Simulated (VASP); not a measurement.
# CdO2 (P-3m1) in VASP: further runs

CdO2 is run at these levels: r2SCAN; tasks: single point.

All numbers are computed with VASP 6.6.1; they aren't measurements. Logs are shortened: lines on timing, memory, paths and dates and some standing lists are left out, and cuts for length are marked.

**1. The cell of the first run**

Symmetry: P-3m1, No. 164, trigonal system. The conventional cell has a = 3.476 Å, b = 3.476 Å, c = 4.148 Å, α = 90.00°, β = 90.00°, γ = 120.00°. Cd (site symmetry -3m) has 6 O at 2.25 Å within 3.0 Å. O (site symmetry 3m) has 3 Cd at 2.25 Å and 6 O at 2.85 to 2.92 Å within 3.0 Å.

**2. Single point, r2SCAN**

Contents of POSCAR:

```
CdO2
1.0
    3.4762300000      0.0000000000      0.0000000000
   -1.7381150000      3.0105034894      0.0000000000
    0.0000000000      0.0000000000      4.1480760000
Cd O
1 2
Direct
    0.0000000000      0.0000000000      0.0000000000
    0.6666666667      0.3333333333      0.7557800000
    0.3333333333      0.6666666667      0.2442200000
```

Contents of INCAR.step1:

```
  ALGO = Normal
  EDIFF = 1E-5
  ENCUT = 770
  GGA = PE
  GGA_COMPAT = False
  ISMEAR = -1
  LASPH = True
  LCHARG = False
  LREAL = False
  LWAVE = True
  NBANDS = 23
  NELM = 120
  PREC = Accurate
  SIGMA = 0.1
```

Contents of INCAR.step2:

```
  ALGO = Normal
  EDIFF = 1E-6
  ENCUT = 770
  GGA_COMPAT = False
  ISIF = 2
  ISMEAR = -1
  ISTART = 1
  LASPH = True
  LCHARG = False
  LMIXTAU = True
  LREAL = False
  LWAVE = False
  METAGGA = R2SCAN
  NBANDS = 23
  NELM = 120
  PREC = Accurate
  SIGMA = 0.1
```

Contents of KPOINTS:

```
k-points
0
Gamma
  4 4 3
```

Potentials or basis: VASP PAW PBE potentials, release 64 (Cd_sv_GW, O).

Run with:

```bash
$ cat potpaw_PBE.64/Cd_sv_GW/POTCAR potpaw_PBE.64/O/POTCAR > POTCAR
$ cp INCAR.step1 INCAR
$ mpirun -np 1 vasp_std > vasp.out
$ cp INCAR.step2 INCAR
$ mpirun -np 1 vasp_std > vasp.out
```

OUTCAR:

```text
EDIFF = 1E-6
   ENCUT = 770
   ISIF = 2
   ISMEAR = -1
   ISTART = 1
   LASPH = True
   LREAL = False
   METAGGA = R2SCAN
   NELM = 120
   PREC = Accurate

 ion  position               nearest neighbor table
   1  0.000  0.000  0.000-   2 2.25   3 2.25   2 2.25   3 2.25   2 2.25   3 2.25
   2  0.667  0.333  0.756-   1 2.25   1 2.25   1 2.25
   3  0.333  0.667  0.244-   1 2.25   1 2.25   1 2.25

  LATTYP: Found a hexagonal cell.
 ALAT       =     3.4762300000
 C/A-ratio  =     1.1932685697

  Lattice vectors:

 A1 = (   3.4762300000,   0.0000000000,   0.0000000000)
 A2 = (  -1.7381150000,   3.0105034894,   0.0000000000)
 A3 = (   0.0000000000,   0.0000000000,   4.1480760000)

Analysis of symmetry for initial positions (statically):
=====================================================================
 Subroutine PRICEL returns:
 Original cell was already a primitive cell.

 Routine SETGRP: Setting up the symmetry group for a
 hexagonal supercell.

 Subroutine GETGRP returns: Found 12 space group operations
 (whereof 12 operations were pure point group operations)
 out of a pool of 24 trial point group operations.

The static configuration has the point symmetry D_3d.

Analysis of symmetry for dynamics (positions and initial velocities):
=====================================================================
 Subroutine PRICEL returns:
 Original cell was already a primitive cell.

 Routine SETGRP: Setting up the symmetry group for a
 hexagonal supercell.

 Subroutine GETGRP returns: Found 12 space group operations
 (whereof 12 operations were pure point group operations)
 out of a pool of 24 trial point group operations.

The dynamic configuration has the point symmetry D_3d.

 Subroutine INISYM returns: Found 12 space group operations
 (whereof 12 operations are pure point group operations),
 and found     1 'primitive' translations

----------------------------------------------------------------------------------------

                                     Primitive cell

  volume of cell :      43.4105

  direct lattice vectors                    reciprocal lattice vectors
     3.476230000  0.000000000  0.000000000     0.287667962  0.166085175  0.000000000
    -1.738115000  3.010503489  0.000000000     0.000000000  0.332170351  0.000000000
     0.000000000  0.000000000  4.148076000     0.000000000  0.000000000  0.241075622

  length of vectors
     3.476230000  3.476230000  4.148076000     0.332170351  0.332170351  0.241075622

  position of ions in fractional coordinates (direct lattice)
     0.000000000  0.000000000  0.000000000
     0.666666667  0.333333333  0.755780000
     0.333333333  0.666666667  0.244220000

  ion indices of the primitive-cell ions
   primitive index   ion index
                 1           1
                 2           2
                 3           3

----------------------------------------------------------------------------------------

 KPOINTS: k-points

Automatic generation of k-mesh.
 Grid dimensions read from file:
 generate k-points for:    4    4    3

 Generating k-lattice:

  Cartesian coordinates                     Fractional coordinates (reciprocal lattice)
     0.071916991  0.041521294  0.000000000     0.250000000  0.000000000  0.000000000
     0.000000000  0.083042588  0.000000000     0.000000000  0.250000000  0.000000000
     0.000000000  0.000000000  0.080358541     0.000000000  0.000000000  0.333333333

  Length of vectors
     0.083042588  0.083042588  0.080358541

  Shift w.r.t. Gamma in fractional coordinates (k-lattice)
     0.000000000  0.000000000  0.000000000

 Subroutine IBZKPT returns following result:
 ===========================================

 Found      9 irreducible k-points:

 Following reciprocal coordinates:
            Coordinates               Weight
  0.000000  0.000000  0.000000      1.000000
  0.250000  0.000000  0.000000      6.000000
  0.500000  0.000000  0.000000      3.000000
  0.250000  0.250000  0.000000      6.000000
  0.000000  0.000000  0.333333      2.000000
  0.250000  0.000000  0.333333      6.000000
  0.000000  0.250000  0.333333      6.000000
  0.500000  0.000000  0.333333      6.000000
  0.250000  0.250000  0.333333     12.000000
   k-points           NKPTS =      9   k-points in BZ     NKDIM =      9   number of bands    NBANDS=     23
   number of dos      NEDOS =    301   number of ions     NIONS =      3
   total plane-waves  NPLWV =  40960
   dimension x,y,z NGX =    32 NGY =   32 NGZ =   40
   dimension x,y,z NGXF=    64 NGYF=   64 NGZF=   80
   ions per type =               1   2
   NGX,Y,Z   is equivalent  to a cutoff of  15.30, 15.30, 16.03 a.u.
   NGXF,Y,Z  is equivalent  to a cutoff of  30.61, 30.61, 32.06 a.u.
 SYSTEM =  unknown system
   PREC   = accura    normal or accurate (medium, high low for compatibility)
   ISTART =      1    job   : 0-new  1-cont  2-samecut
   ICHARG =      0    charge: 1-file 2-atom 10-const
   ISPIN  =      1    spin polarized calculation?
   LNONCOLLINEAR =      F non collinear calculations
   LSORBIT =      F    spin-orbit coupling
   LASPH  =      T    aspherical Exc in radial PAW
   ENCUT  =  770.0 eV  56.59 Ry    7.52 a.u.   7.87  7.87  9.39*2*pi/ulx,y,z
   NELM   =    120;   NELMIN=  2; NELMDL=  0     # of ELM steps
   EDIFF  = 0.1E-05   stopping-criterion for ELM
   LREAL  =      F    real-space projection
[... 7 lines left out ...]
   TEBEG  =    0.0;   TEEND  =   0.0 temperature during run
   PSTRESS=    0.0 pullay stress
   NELECT =      32.0000    total number of electrons
   NUPDOWN=      -1.0000    fix difference up-down
   EMIN   =  10.00;   EMAX   =-10.00  energy-range for DOS
   EFERMI =   0.00;   METHOD = LEGACY
   ISMEAR =    -1;   SIGMA  =   0.10  broadening in eV -4-tet -1-fermi 0-gaus
   EFERMI_NEDOS =   21; number of points for ismear=-14 and -15
   IALGO  =     38    algorithm
   IMIX   =      4    mixing-type and parameters
     AMIX     =   0.40;   BMIX     =  1.00
     AMIX_MAG =   1.60;   BMIX_MAG =  1.00
  volume/ion in A,a.u.               =      14.47        97.65
  Fermi-wavevector in a.u.,A,eV,Ry     =   1.478859  2.794638 29.756259  2.187023
  Thomas-Fermi vector in A             =   2.593088
   LORBIT       =      0    0 simple, 1 ext, 2 COOP (PROOUT), +10 PAW based schemes
   METAGGA = R2SCAN    functional components
   LHFCALC =     F    Hartree Fock is set to
   AEXX    =    0.0000 exact exchange contribution
   IVDW    =     0    specifies the selected vdW correction
   LEPSILON=     F    determine dielectric tensor
   LRPA    =     F    only Hartree local field effects (RPA)
 non-spin polarized calculation
  energy-cutoff  :      770.00
  volume of cell :       43.41
 maximum number of plane-waves:      2122
 NGX is ok and might be reduce to    32
   NGX = 15   NGY = 15   NGZ = 19

 number of electron      32.0000002 magnetization

 Free energy of the ion-electron system (eV)
  ---------------------------------------------------
  ext. energy  EPLUGINS =         0.00000000
  ---------------------------------------------------
  free energy    TOTEN  =       -31.96958459 eV

  energy without entropy =      -31.80215189  energy(sigma->0) =      -31.88586824

 E-fermi :   0.8138     XC(G=0): -10.8914

 val. band max:        0.7442143359   @ k =   0.0000   0.0000   0.0000
 cond. band min:       0.8173473879   @ k =   0.5000   0.0000   0.3333
 fundamental gap:      0.0731330520
 Fermi energy:         0.8138263340

 k-point     1 :       0.0000    0.0000    0.0000
  band No.  band energies     occupation
      1    -102.4774      2.00000
      2     -62.6236      2.00000
      3     -62.6156      2.00000
      4     -62.6156      2.00000
      5     -17.3223      2.00000
      6     -15.9708      2.00000
[... 15 lines left out ...]
     22      16.3209      0.00000
     23      19.9761      0.00000

 k-point     2 :       0.2500    0.0000    0.0000
  band No.  band energies     occupation
      1    -102.4773      2.00000
      2     -62.6232      2.00000
      3     -62.6192      2.00000
      4     -62.6165      2.00000
      5     -17.0330      2.00000
      6     -16.1633      2.00000
[... 15 lines left out ...]
     22      16.1880      0.00000
     23      17.0129      0.00000

 k-point     3 :       0.5000    0.0000    0.0000
  band No.  band energies     occupation
      1    -102.4771      2.00000
      2     -62.6229      2.00000
      3     -62.6226      2.00000
      4     -62.6174      2.00000
      5     -16.5931      2.00000
      6     -16.4786      2.00000
[... 15 lines left out ...]
     22      15.2872      0.00000
     23      16.6868      0.00000

 k-point     4 :       0.2500    0.2500    0.0000
  band No.  band energies     occupation
      1    -102.4771      2.00000
      2     -62.6228      2.00000
      3     -62.6214      2.00000
      4     -62.6188      2.00000
      5     -16.6778      2.00000
      6     -16.3893      2.00000
[... 15 lines left out ...]
     22      15.1978      0.00000
     23      17.7207      0.00000

 k-point     5 :       0.0000    0.0000    0.3333
  band No.  band energies     occupation
      1    -102.4774      2.00000
      2     -62.6238      2.00000
      3     -62.6156      2.00000
      4     -62.6156      2.00000
      5     -17.0819      2.00000
      6     -16.2530      2.00000
[... 15 lines left out ...]
     22      17.0663      0.00000
     23      19.5534      0.00000

 k-point     6 :       0.2500    0.0000    0.3333
  band No.  band energies     occupation
      1    -102.4773      2.00000
      2     -62.6234      2.00000
      3     -62.6192      2.00000
      4     -62.6165      2.00000
      5     -16.8330      2.00000
      6     -16.3677      2.00000
[... 15 lines left out ...]
     22      16.0286      0.00000
     23      18.9675      0.00000

 k-point     7 :       0.0000    0.2500    0.3333
  band No.  band energies     occupation
      1    -102.4773      2.00000
      2     -62.6234      2.00000
      3     -62.6192      2.00000
      4     -62.6165      2.00000
      5     -16.8647      2.00000
      6     -16.3291      2.00000
[... 15 lines left out ...]
     22      16.3104      0.00000
     23      19.0099      0.00000

 k-point     8 :       0.5000    0.0000    0.3333
  band No.  band energies     occupation
      1    -102.4771      2.00000
      2     -62.6230      2.00000
      3     -62.6226      2.00000
      4     -62.6174      2.00000
      5     -16.5872      2.00000
      6     -16.4570      2.00000
[... 15 lines left out ...]
     22      16.5870      0.00000
     23      18.6178      0.00000

 k-point     9 :       0.2500    0.2500    0.3333
  band No.  band energies     occupation
      1    -102.4771      2.00000
      2     -62.6230      2.00000
      3     -62.6214      2.00000
      4     -62.6187      2.00000
      5     -16.5963      2.00000
      6     -16.4496      2.00000
[... 15 lines left out ...]
     22      16.0684      0.00000
     23      17.6127      0.00000

------------------------ aborting loop because EDIFF is reached ----------------------------------------

  FORCE on cell =-STRESS in cart. coord.  units (eV):
  Direction    XX          YY          ZZ          XY          YZ          ZX
  --------------------------------------------------------------------------------------
  -------------------------------------------------------------------------------------
  Total       -2.8085812     -2.8085812     -2.3134027      0.0000000      0.0000000      0.0000000
  in kB     -103.6580964   -103.6580964    -85.3822273      0.0000000      0.0000000      0.0000000
  external PRESSURE =     -97.5661400 kB  Pullay stress =       0.0000000 kB

 VOLUME and BASIS-vectors are now :
 -----------------------------------------------------------------------------
  energy-cutoff  :      770.00
  volume of cell :       43.41
      direct lattice vectors                 reciprocal lattice vectors
     3.476230000  0.000000000  0.000000000     0.287667962  0.166085175  0.000000000
    -1.738115000  3.010503489  0.000000000     0.000000000  0.332170351  0.000000000
     0.000000000  0.000000000  4.148076000     0.000000000  0.000000000  0.241075622

 POSITION                                       TOTAL-FORCE (eV/Angst)
 -----------------------------------------------------------------------------------
      0.00000      0.00000      0.00000         0.000000      0.000000     -0.000000
      1.73812      1.00350      3.13503         0.000000     -0.000000      0.271109
     -0.00000      2.00700      1.01304        -0.000000      0.000000     -0.271109
 -----------------------------------------------------------------------------------
    total drift:                                0.000000     -0.000000      0.000000

  FREE ENERGIE OF THE ION-ELECTRON SYSTEM (eV)
  ---------------------------------------------------
  free  energy   TOTEN  =       -31.9695845947 eV

  energy  without entropy=      -31.8021518924  energy(sigma->0) =      -31.88586824
```

Wall time 41 s (1 thread of AMD EPYC 9R45 (Zen 5), shared host); peak memory 0.18 GiB.

Results:

```
Free energy            : -31.9696 eV
Pressure               : -9.8 GPa
Largest force          : 0.271 eV/Å
Band gap on the k mesh : zero (bands 16 and 17 overlap by 0.34 eV)
```

Forces in eV/Å, atoms in the order of the input:
```
Cd   0.000  0.000  0.000
O    0.000  0.000  0.271
O    0.000  0.000 -0.271
```

Stress tensor (GPa, compression positive):
```
-10.37   0.00   0.00
  0.00 -10.37   0.00
  0.00   0.00  -8.54
```

Caveat: the k points lie up to 0.52 Å⁻¹ apart; semilocal functionals underestimate gaps, and a narrow one can read as zero; the PAW data sets were made with another functional, which shifts forces and pressure a little.

**3. Single point, r2SCAN**

POSCAR is that of step 2.

Contents of INCAR.step1:

```
SYSTEM = CdO2
PREC = Accurate ; ENCUT = 770
ISMEAR = -1 ; SIGMA = 0.1
LREAL = .False. ; LASPH = .True.
NELM = 120 ; NBANDS = 23
GGA = PE ; ALGO = Normal
EDIFF = 1E-5 ; LWAVE = .True.
LCHARG = .False. ; GGA_COMPAT = .False.
```

Contents of INCAR.step2:

```
SYSTEM = CdO2
PREC = Accurate ; ENCUT = 770
EDIFF = 1E-6 ; ISMEAR = -1
SIGMA = 0.1 ; LREAL = .False.
LASPH = .True. ; NELM = 120
ALGO = Normal ; ISIF = 2
LWAVE = .False. ; LCHARG = .True.
METAGGA = R2SCAN ; LMIXTAU = .True.
LELF = .True. ; LVHAR = .True.
NBANDS = 23 ; ISTART = 1
GGA_COMPAT = .False.
```

Contents of KPOINTS:

```
Automatic mesh
0
Gamma
  6 6 4
  0 0 0
```

Potentials or basis: VASP PAW PBE potentials, release 64 (Cd_sv_GW, O).

Run with:

```bash
$ cat potpaw_PBE.64/Cd_sv_GW/POTCAR potpaw_PBE.64/O/POTCAR > POTCAR
$ cp INCAR.step1 INCAR
$ mpirun -np 1 vasp_std > vasp.out
$ cp INCAR.step2 INCAR
$ mpirun -np 1 vasp_std > vasp.out
```

OUTCAR:

```text
SYSTEM = CdO2
   PREC = Accurate
   ENCUT = 770
   EDIFF = 1E-6
   ISMEAR = -1
   LREAL = .False.
   LASPH = .True.
   NELM = 120
   ISIF = 2
   METAGGA = R2SCAN
   ISTART = 1

 ion  position               nearest neighbor table
   1  0.000  0.000  0.000-   2 2.25   3 2.25   2 2.25   3 2.25   2 2.25   3 2.25
   2  0.667  0.333  0.756-   1 2.25   1 2.25   1 2.25
   3  0.333  0.667  0.244-   1 2.25   1 2.25   1 2.25

  LATTYP: Found a hexagonal cell.
 ALAT       =     3.4762300000
 C/A-ratio  =     1.1932685697
[... 813 lines left out ...]

  FORCE on cell =-STRESS in cart. coord.  units (eV):
  Direction    XX          YY          ZZ          XY          YZ          ZX
  --------------------------------------------------------------------------------------
  -------------------------------------------------------------------------------------
  Total       -2.7213923     -2.7213923     -2.3923863     -0.0000000      0.0000000      0.0000000
  in kB     -100.4401589   -100.4401589    -88.2973244     -0.0000000      0.0000000      0.0000000
  external PRESSURE =     -96.3925474 kB  Pullay stress =       0.0000000 kB

 VOLUME and BASIS-vectors are now :
 -----------------------------------------------------------------------------
  energy-cutoff  :      770.00
  volume of cell :       43.41
      direct lattice vectors                 reciprocal lattice vectors
     3.476230000  0.000000000  0.000000000     0.287667962  0.166085175  0.000000000
    -1.738115000  3.010503489  0.000000000     0.000000000  0.332170351  0.000000000
     0.000000000  0.000000000  4.148076000     0.000000000  0.000000000  0.241075622

 POSITION                                       TOTAL-FORCE (eV/Angst)
 -----------------------------------------------------------------------------------
      0.00000      0.00000      0.00000         0.000000      0.000000      0.000000
      1.73812      1.00350      3.13503        -0.000000      0.000000      0.260880
     -0.00000      2.00700      1.01304         0.000000     -0.000000     -0.260880
 -----------------------------------------------------------------------------------
    total drift:                                0.000000     -0.000000      0.000000

  FREE ENERGIE OF THE ION-ELECTRON SYSTEM (eV)
  ---------------------------------------------------
  free  energy   TOTEN  =       -31.9649965340 eV

  energy  without entropy=      -31.8110413201  energy(sigma->0) =      -31.88801893
```

Wall time 57 s (1 thread of Intel Xeon 6975P-C (Granite Rapids), shared host); peak memory 0.23 GiB.

What came out:

* Free energy: -31.9650 eV
* Pressure: -9.6 GPa
* Largest force: 0.261 eV/Å
* Band gap on the k mesh: zero (bands 16 and 17 overlap by 0.97 eV)

Forces on the atoms (eV/Å):
```
Cd   0.000  0.000  0.000
O    0.000  0.000  0.261
O    0.000  0.000 -0.261
```

Levels at points of the mesh, in eV from the Fermi level:
```
           k point  band 13  band 14  band 15  band 16  band 17  band 18  band 19  band 20
(0.00, 0.00, 0.00)    -0.94    -0.94    -0.06    -0.06     0.04     3.89     9.20    14.59
(0.50, 0.00, 0.00)    -2.31    -2.24    -1.54    -0.16     0.39     7.97     9.79    13.51
(0.00, 0.00, 0.50)    -1.55    -1.17    -1.17     0.22     0.22     6.18     7.50    14.79
(0.50, 0.00, 0.50)    -3.23    -1.85    -0.58    -0.10    -0.08     8.25     8.99    11.73
```

Caveat: the k points lie up to 0.38 Å⁻¹ apart, too coarse for converged energies and pressures of a metal; the PAW data sets were made with another functional, which shifts forces and pressure a little.

**4. Single point, r2SCAN**

POSCAR is that of step 3.

Contents of INCAR.step1:

```
SYSTEM = CdO2
  PREC = Accurate
  ENCUT = 770
  ISMEAR = -1
  SIGMA = 0.1
  LREAL = .FALSE.
  LASPH = .TRUE.
  NELM = 120
  NBANDS = 23
  GGA = PE
  ALGO = Normal
  EDIFF = 1E-5
  LWAVE = .TRUE.
  LCHARG = .FALSE.
  GGA_COMPAT = .FALSE.
```

Contents of INCAR.step2:

```
SYSTEM = CdO2
  PREC = Accurate
  ENCUT = 770
  EDIFF = 1E-6
  ISMEAR = -1
  SIGMA = 0.1
  LREAL = .FALSE.
  LASPH = .TRUE.
  NELM = 120
  ALGO = Normal
  ISIF = 2
  LWAVE = .FALSE.
  LCHARG = .FALSE.
  METAGGA = R2SCAN
  LMIXTAU = .TRUE.
  NBANDS = 23
  ISTART = 1
  GGA_COMPAT = .FALSE.
```

Contents of KPOINTS:

```
regular mesh
0
G
  5 5 4
  0 0 0
```

Run with:

```bash
$ cat potpaw_PBE.64/Cd_sv_GW/POTCAR potpaw_PBE.64/O/POTCAR > POTCAR
$ cp INCAR.step1 INCAR
$ mpirun -np 1 vasp_std > vasp.out
$ cp INCAR.step2 INCAR
$ mpirun -np 1 vasp_std > vasp.out
```

Run time: 81 s. Hardware: 1 thread of Intel Xeon Platinum 8375C at 2.90GHz (Ice Lake), shared host; peak memory 0.23 GiB.

Results (log left out):

```yaml
Free_energy: -31.9732 eV
Pressure: -9.8 GPa
Largest_force: 0.253 eV/Å
Band_gap_on_the_k_mesh: zero (bands 16 and 17 overlap by 0.47 eV)
```

Forces on the atoms (eV/Å):
```
Cd   0.000  0.000  0.000
O    0.000  0.000  0.253
O    0.000  0.000 -0.253
```

Stress tensor (GPa, compression positive):
```
-10.27   0.00   0.00
  0.00 -10.27   0.00
  0.00   0.00  -8.85
```

Levels at points of the mesh, in eV from the Fermi level:
| k point | band 14 | band 15 | band 16 | band 17 | band 18 | band 19 |
| --- | --- | --- | --- | --- | --- | --- |
| (0.00, 0.00, 0.00) | -0.94 | -0.06 | -0.06 | 0.04 | 3.88 | 9.20 |
| (0.00, 0.00, 0.50) | -1.17 | -1.17 | 0.22 | 0.22 | 6.18 | 7.50 |

Caveat: the k points lie up to 0.42 Å⁻¹ apart; semilocal functionals underestimate gaps, and a narrow one can read as zero; the PAW data sets were made with another functional, which shifts forces and pressure a little.

[end of part 1 of 2]

The gap in the log of VASP goes by the Fermi energy; the results here count the filled bands.